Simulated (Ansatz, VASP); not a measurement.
## Ti3Si2: VASP beside Ansatz

INCAR

```
SYSTEM = Ti3Si2
  PREC = Accurate
  ENCUT = 520
  EDIFF = 1E-7
  ISMEAR = 0
  SIGMA = 0.1
  LREAL = .FALSE.
  LASPH = .TRUE.
  NELM = 150
  ALGO = Normal
  ISIF = 2
  LWAVE = .FALSE.
  LCHARG = .TRUE.
  ISPIN = 2
  MAGMOM = 1 1 1 0 0
  LORBIT = 11
  LMAXMIX = 4
  GGA = PE
  LELF = .TRUE.
  LVHAR = .TRUE.
  NBANDS = 34
```

File KPOINTS:

```
regular mesh
0
G
  4 4 4
  0 0 0
```

File POSCAR:

```
Ti3Si2
1.0
    4.5510363094      0.0000000000      0.0000000000
    0.0000000000      4.5510363094      0.0000000000
    0.0000000000      0.0000000000      4.5510363094
Ti Si
3 2
Direct
    0.5000000000      0.0000000000      0.0000000000
    0.0000000000      0.5000000000      0.0000000000
    0.0000000000      0.0000000000      0.5000000000
    0.0000000000      0.0000000000      0.0000000000
    0.5000000000      0.5000000000      0.5000000000
```

Input for Ansatz:

```yaml
crystal:
  lattice:
    - [4.5510363094, 0.0, 0.0]
    - [0.0, 4.5510363094, 0.0]
    - [0.0, 0.0, 4.5510363094]
  atoms:
    - { symbol: Ti, position: [0.5, 0.0, 0.0], spin: 1.0 }
    - { symbol: Ti, position: [0.0, 0.5, 0.0], spin: 1.0 }
    - { symbol: Ti, position: [0.0, 0.0, 0.5], spin: 1.0 }
    - { symbol: Si, position: [0.0, 0.0, 0.0] }
    - { symbol: Si, position: [0.5, 0.5, 0.5] }
basis:
  ecutwfc: 420
kpoints:
  mp_grid: { grid: [4, 4, 4] }
hamiltonian:
  xc: pbe
scf:
  occupations: { method: gaussian, width: 0.1 }
  lower_state_search: "off"
output:
  forces: true
  stress: true
  eigenvalues: true
  populations: true
magnetization:
  spin_polarized: true
```

Alike in both runs: task single point; functional PBE; k mesh 4 × 4 × 4; occupations gaussian, width 0.1 eV; collinear spin.

|  | VASP | Ansatz |
| --- | --- | --- |
| version | VASP 6.6.1 | Ansatz 0.2.0 |
| potentials or method | VASP PAW PBE potentials, release 64 (Ti_sv, Si), cutoff 520 eV | scalar-relativistic, plane waves, PAW |
| valence electrons in the cell | 44 | 44 |

VASP gave:

```
gap on the k mesh at the Fermi level (eV)                     : none
pressure (GPa)                                                : 0.1
net moment per atom (μB)                                      : 0.05
size of the moment on the site where the two differ most (μB) : 0.06
```

Question: What did Ansatz give for the same quantities?

Answer: gap on the k mesh at the Fermi level (eV): none; pressure (GPa): 0.1; net moment per atom (μB): 0.05; size of the moment on the site where the two differ most (μB): 0.05.

Site moments also hang on the region over which each program counts them. A gap of «none» marks a metal or a gap that the smearing closes. Ansatz's warnings: seeded moment not kept.
